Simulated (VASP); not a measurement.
# Ir12S in VASP: further runs

Ir12S is run at these levels: PBE+D3(BJ); tasks: single point.

Everything below comes from runs of VASP 6.6.1. Logs are shortened: lines on timing, memory, paths and dates and some standing lists are left out, and cuts for length are marked.

## 1. The cell of the first run

The cell holds a slab with vacuum, 13 atoms: a = 5.431 Å, b = 5.431 Å, c = 21.001 Å, α = 90.00°, β = 90.00°, γ = 90.00°.

## 2. Single point, PBE+D3(BJ)

File INCAR:

```
ALGO = Normal ; DIPOL = 0.5 0.5 0.295
EDIFF = 1E-7 ; ENCUT = 520
GGA = PE ; IDIPOL = 3
ISIF = 2 ; ISMEAR = 0
IVDW = 12 ; LASPH = T
LCHARG = F ; LDIPOL = T
LREAL = F ; LWAVE = F
NBANDS = 69 ; NELM = 60
PREC = Accurate ; SIGMA = 0.1
```

File KPOINTS:

```
k-points
0
Gamma
  5 5 1
```

File POSCAR:

```
Ir12S
1.0
    5.4309029918      0.0000000000      0.0000000000
    0.0000000000      5.4309029918      0.0000000000
    0.0000000000      0.0000000000     21.0013955423
Ir S
12 1
Direct
    0.2500000000      0.2500000000      0.1904635333
    0.2500000000      0.7500000000      0.1904635333
    0.7500000000      0.2500000000      0.1904635333
    0.7500000000      0.7500000000      0.1904635333
    0.0000000000      0.0000000000      0.2785823619
    0.0000000000      0.5000000000      0.2785823619
    0.5000000000      0.0000000000      0.2785823619
    0.5000000000      0.5000000000      0.2785823619
    0.2500000000      0.2500000000      0.3667087517
    0.2500000000      0.7500000000      0.3667087517
    0.7500000000      0.2500000000      0.3667087517
    0.7500000000      0.7500000000      0.3667087517
    0.4166666667      0.5000000000      0.4857484600
```

Potentials or basis: VASP PAW PBE potentials, release 64 (Ir, S).

Command:

```
$ cat potpaw_PBE.64/Ir/POTCAR potpaw_PBE.64/S/POTCAR > POTCAR
$ mpirun -np 1 vasp_std > vasp.out
```

OUTCAR:

```text
EDIFF = 1E-7
   ENCUT = 520
   GGA = PE
   ISIF = 2
   ISMEAR = 0
   IVDW = 12
   LASPH = T
   LREAL = F
   NELM = 60
   PREC = Accurate
 IVDW          = 12

 ion  position               nearest neighbor table
   1  0.250  0.250  0.190-   5 2.67   6 2.67   7 2.67   8 2.67   2 2.72   3 2.72   2 2.72   3 2.72

   2  0.250  0.750  0.190-   5 2.67   6 2.67   7 2.67   8 2.67   1 2.72   4 2.72   1 2.72   4 2.72

   3  0.750  0.250  0.190-   5 2.67   6 2.67   7 2.67   8 2.67   1 2.72   4 2.72   4 2.72   1 2.72
[... 4 lines left out ...]
                             6 2.72   7 2.72   6 2.72   7 2.72
   6  0.000  0.500  0.279-   1 2.67   2 2.67   3 2.67   4 2.67   9 2.67  10 2.67  11 2.67  12 2.67
                             5 2.72   8 2.72   5 2.72   8 2.72
   7  0.500  0.000  0.279-   1 2.67   2 2.67   3 2.67   4 2.67   9 2.67  10 2.67  11 2.67  12 2.67
                             5 2.72   8 2.72   8 2.72   5 2.72
   8  0.500  0.500  0.279-   1 2.67   2 2.67   3 2.67   4 2.67   9 2.67  10 2.67  11 2.67  12 2.67
                             6 2.72   7 2.72   7 2.72   6 2.72
   9  0.250  0.250  0.367-   5 2.67   6 2.67   7 2.67   8 2.67  10 2.72  11 2.72  10 2.72  11 2.72
                            13 2.99
  10  0.250  0.750  0.367-   5 2.67   6 2.67   7 2.67   8 2.67   9 2.72  12 2.72   9 2.72  12 2.72
                            13 2.99
  11  0.750  0.250  0.367-   5 2.67   6 2.67   7 2.67   8 2.67   9 2.72  12 2.72  12 2.72   9 2.72

  12  0.750  0.750  0.367-   5 2.67   6 2.67   7 2.67   8 2.67  10 2.72  11 2.72  11 2.72  10 2.72

  13  0.417  0.500  0.486-   9 2.99  10 2.99

  LATTYP: Found a simple tetragonal cell.
 ALAT       =     5.4309029918
 C/A-ratio  =     3.8670172481

  Lattice vectors:

 A1 = (   5.4309029918,   0.0000000000,   0.0000000000)
 A2 = (   0.0000000000,   5.4309029918,   0.0000000000)
 A3 = (   0.0000000000,   0.0000000000,  21.0013955423)

Analysis of symmetry for initial positions (statically):
=====================================================================
 Subroutine PRICEL returns:
 Original cell was already a primitive cell.

 Routine SETGRP: Setting up the symmetry group for a
 simple tetragonal supercell.

 Subroutine GETGRP returns: Found  2 space group operations
 (whereof  2 operations were pure point group operations)
 out of a pool of 16 trial point group operations.

The static configuration has the point symmetry C_1h.

Analysis of symmetry for dynamics (positions and initial velocities):
=====================================================================
 Subroutine PRICEL returns:
 Original cell was already a primitive cell.

[... 135 lines left out ...]
  Fermi-wavevector in a.u.,A,eV,Ry     =   0.931206  1.759724 11.798215  0.867144
  Thomas-Fermi vector in A             =   2.057675
   LORBIT       =      0    0 simple, 1 ext, 2 COOP (PROOUT), +10 PAW based schemes
   GGA     = PE    functional components
   LHFCALC =     F    Hartree Fock is set to
   AEXX    =    0.0000 exact exchange contribution
   IVDW    =    12    specifies the selected vdW correction
   LEPSILON=     F    determine dielectric tensor
   LRPA    =     F    only Hartree local field effects (RPA)
 non-spin polarized calculation
 Gauss-broadening in eV      SIGMA  =   0.10
  energy-cutoff  :      520.00
  volume of cell :      619.43
 maximum number of plane-waves:     16712
   NGX = 21   NGY = 21   NGZ = 79

 dipolmoment           0.000000      0.000000     -0.037192 electrons x Angstroem

 number of electron     113.9999982 magnetization

 dipolmoment           0.000000      0.000000      0.132361 electrons x Angstroem

 Free energy of the ion-electron system (eV)
  ---------------------------------------------------
  ext. energy  EPLUGINS =         0.00000000
  ---------------------------------------------------
  free energy    TOTEN  =       -99.71357455 eV

  energy without entropy =      -99.65843764  energy(sigma->0) =      -99.68600609

 E-fermi :  -1.0056     XC(G=0):  -5.1846

 val. band max:       -1.0689858876   @ k =   0.4000   0.0000   0.0000
 cond. band min:      -0.9660203999   @ k =   0.4000   0.2000   0.0000
 fundamental gap:      0.1029654877
 Fermi energy:        -1.0056303649

 k-point     1 :       0.0000    0.0000    0.0000
  band No.  band energies     occupation
      1     -12.2209      2.00000
      2     -10.8874      2.00000
      3      -8.4192      2.00000
      4      -8.4180      2.00000
      5      -8.3605      2.00000
      6      -8.1985      2.00000
[... 637 lines left out ...]
     68      -0.0087      0.00000
     69       0.1656      0.00000

------------------------ aborting loop because EDIFF is reached ----------------------------------------

 vacuum level on the upper side and lower side of the slab       (xc-potential included)         0.309        -0.465

 Edisp (eV)   -5.72246

 E8    (eV) :    -2.7779

  FORCE on cell =-STRESS in cart. coord.  units (eV):
  Direction    XX          YY          ZZ          XY          YZ          ZX
  --------------------------------------------------------------------------------------
  -------------------------------------------------------------------------------------
  Total     -11.57283   -12.09006    -9.19227     0.00000     0.00000    -0.21098
  in kB     -29.93354   -31.27137   -23.77613     0.00000     0.00000    -0.54572
  external pressure =      -28.33 kB  Pullay stress =        0.00 kB

 VOLUME and BASIS-vectors are now :
 -----------------------------------------------------------------------------
  energy-cutoff  :      520.00
  volume of cell :      619.43
      direct lattice vectors                 reciprocal lattice vectors
     5.430902992  0.000000000  0.000000000     0.184131442  0.000000000  0.000000000
     0.000000000  5.430902992  0.000000000     0.000000000  0.184131442  0.000000000
     0.000000000  0.000000000 21.001395542     0.000000000  0.000000000  0.047615883

 POSITION                                       TOTAL-FORCE (eV/Angst)
 -----------------------------------------------------------------------------------
      1.35773      1.35773      4.00000        -0.037041     -0.041163     -0.031635
      1.35773      4.07318      4.00000        -0.037041      0.041163     -0.031635
      4.07318      1.35773      4.00000        -0.013520      0.007900     -0.139105
      4.07318      4.07318      4.00000        -0.013520     -0.007900     -0.139105
      0.00000      0.00000      5.85062         0.049148      0.000000      0.675182
      0.00000      2.71545      5.85062         0.136738      0.000000      0.028389
      2.71545      0.00000      5.85062        -0.033177      0.000000      0.106851
      2.71545      2.71545      5.85062        -0.062860      0.000000     -0.375669
      1.35773      1.35773      7.70140         0.196236      0.361179      1.345693
      1.35773      4.07318      7.70140         0.196236     -0.361179      1.345693
      4.07318      1.35773      7.70140        -0.106998      0.017172      0.508209
      4.07318      4.07318      7.70140        -0.106998     -0.017172      0.508209
      2.26288      2.71545     10.20140        -0.167204      0.000000     -3.801078
 -----------------------------------------------------------------------------------
    total drift:                                0.000203     -0.000000     -0.000378

  FREE ENERGIE OF THE ION-ELECTRON SYSTEM (eV)
  ---------------------------------------------------
  free  energy   TOTEN  =      -105.4360383462 eV

  energy  without entropy=     -105.3809014348  energy(sigma->0) =     -105.40846989

 vacuum level on the upper side and lower side of the slab         5.007         4.211
```

Run time: 38 min. Hardware: 1 thread of Intel Xeon 8259CL, shared host; peak memory 0.71 GiB.

What came out:

| Item | Value |
| --- | --- |
| Free energy | -105.4360 eV |
| Largest force | 3.805 eV/Å |
| Band gap on the k mesh | zero (bands 57 and 58 overlap by 1.10 eV) |
| Dispersion energy per atom | -0.440 eV |

Forces on the atoms (eV/Å):
```
Ir  -0.037 -0.041 -0.032
Ir  -0.037  0.041 -0.032
Ir  -0.014  0.008 -0.139
Ir  -0.014 -0.008 -0.139
Ir   0.049  0.000  0.675
Ir   0.137  0.000  0.028
Ir  -0.033  0.000  0.107
Ir  -0.063  0.000 -0.376
Ir   0.196  0.361  1.346
Ir   0.196 -0.361  1.346
Ir  -0.107  0.017  0.508
Ir  -0.107 -0.017  0.508
S   -0.167  0.000 -3.801
```

Caveat: spin-orbit coupling is left out, which moves the levels of the heavy elements.

## 3. Single point, PBE+D3(BJ)

File INCAR:

```
SYSTEM = Ir12S
ALGO = Normal
DIPOL = 0.5 0.5 0.295
EDIFF = 1E-6
ENCUT = 520
GGA = PE
IDIPOL = 3
ISIF = 2
ISMEAR = 0
IVDW = 12
LASPH = .True.
LCHARG = .False.
LDIPOL = .True.
LREAL = .False.
LWAVE = .False.
NBANDS = 69
NELM = 100
PREC = Accurate
SIGMA = 0.1
```

File KPOINTS:

```
k-points
0
Gamma
  5 5 1
  0 0 0
```

POSCAR: that of step 2 with these lines changed.

```diff
@@ -20,2 +20,2 @@
     0.7500000000      0.7500000000      0.3667087517
-    0.4166666667      0.5000000000      0.4857484600
+    0.3333333333      0.5000000000      0.4857484600
```

Potentials or basis: VASP PAW PBE potentials, release 64 (Ir, S).

Command:

```
$ cat potpaw_PBE.64/Ir/POTCAR potpaw_PBE.64/S/POTCAR > POTCAR
$ mpirun -np 1 vasp_std > vasp.out
```

Wall time 35 min (1 thread of Intel Xeon 8259CL, shared host); peak memory 0.71 GiB.

It converged, with:

```
Free energy                : -105.5129 eV
Largest force              : 3.850 eV/Å
Band gap on the k mesh     : zero (bands 57 and 58 overlap by 1.15 eV)
Dispersion energy per atom : -0.440 eV
```

Forces on the atoms (eV/Å):
```
Ir  -0.037 -0.067 -0.004
Ir  -0.037  0.067 -0.004
Ir  -0.022  0.032 -0.181
Ir  -0.022 -0.032 -0.181
Ir   0.097  0.000  0.499
Ir   0.192  0.000 -0.059
Ir  -0.076  0.000  0.218
Ir  -0.121  0.000 -0.289
Ir   0.127  0.498  1.686
Ir   0.127 -0.498  1.686
Ir  -0.043 -0.070  0.237
Ir  -0.043  0.070  0.237
S   -0.142  0.000 -3.847
```

Levels at points of the mesh, in eV from the Fermi level:
| k point | band 53 | band 54 | band 55 | band 56 | band 57 | band 58 | band 59 | band 60 | band 61 | band 62 |
| --- | --- | --- | --- | --- | --- | --- | --- | --- | --- | --- |
| (0.00, 0.00, 0.00) | 0.21 | 0.38 | 0.42 | 0.51 | 0.63 | 0.64 | 0.67 | 0.78 | 0.92 | 0.94 |

Caveat: spin-orbit coupling is left out, which moves the levels of the heavy elements.

The gap in the log of VASP goes by the Fermi energy; the results here count the filled bands.